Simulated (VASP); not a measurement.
## Al: relaxation of cell and atoms with PBEsol

Crystal: Al.

```
Al
1.0
     0.00000    2.02500    2.02500
     2.02500    0.00000    2.02500
     2.02500    2.02500    0.00000
Al
1
Direct
  0.00000 0.00000 0.00000
```

```yaml
Program: VASP 6.6.1
Task: relaxation of cell and atoms
Functional: PBEsol
Potentials_or_basis: VASP PAW PBE potentials, release 64 (Al)
Cutoff: 600 eV
k_mesh: 34 × 34 × 34
Occupations: gaussian, width 0.1 eV
Spin: no spin polarisation
Dipole_correction: no
Further_INCAR_settings: ALGO = Fast; EDIFF = 1e-07; IBRION = 2; EDIFFG = -0.003; NSW = 80; ISIF = 3
```

```yaml
Relaxed_volume: 16.18 Å³/atom
Relaxed_cell: a = 2.839 Å, b = 2.839 Å, c = 2.839 Å, α = 60.00°, β = 60.00°, γ = 60.00°
Space_group_after_relaxing_to_0.1_Å: Fm-3m (No. 225)
Energy_gained_by_relaxing: 2.7 meV/atom
Ionic_steps: 3
Pressure_after_relaxing: 0.0 GPa
Band_gap_on_the_k_mesh: zero (an odd number of electrons rules out a gap without spin polarisation)
```

The path:
```tsv
step	energy change (eV)	largest force (eV/Å)	pressure (GPa)	volume (Å³)
1	0.0000	0.0000	-2.00	16.61
2	-0.0026	0.0000	0.36	16.11
3	-0.0027	0.0000	0.00	16.18
```

Final structure:
```cif
data_structure
_symmetry_space_group_name_H-M 'P 1'
_symmetry_Int_Tables_number 1
_cell_length_a 2.8392
_cell_length_b 2.8392
_cell_length_c 2.8392
_cell_angle_alpha 60.000
_cell_angle_beta 60.000
_cell_angle_gamma 60.000
_cell_volume 16.18
loop_
_atom_site_label
_atom_site_type_symbol
_atom_site_fract_x
_atom_site_fract_y
_atom_site_fract_z
_atom_site_occupancy
Al1 Al 0.00000 0.00000 0.00000 1
```

Levels at points of the mesh, in eV from the Fermi level:
| k point | band 1 | band 2 | band 3 | band 4 |
| --- | --- | --- | --- | --- |
| (0.00, 0.00, 0.00) | -11.28 | 12.69 | 12.69 | 12.69 |
| (0.50, 0.00, 0.00) | -4.69 | -4.42 | 11.51 | 11.51 |
| (0.50, 0.50, 0.00) | -2.98 | -1.63 | 5.24 | 5.66 |

Wall time 3.3 min on 1 thread of Intel Xeon 8259CL (shared host), peak memory 0.24 GiB.

Caveat: the PAW data sets were made with another functional, which shifts forces and pressure a little.
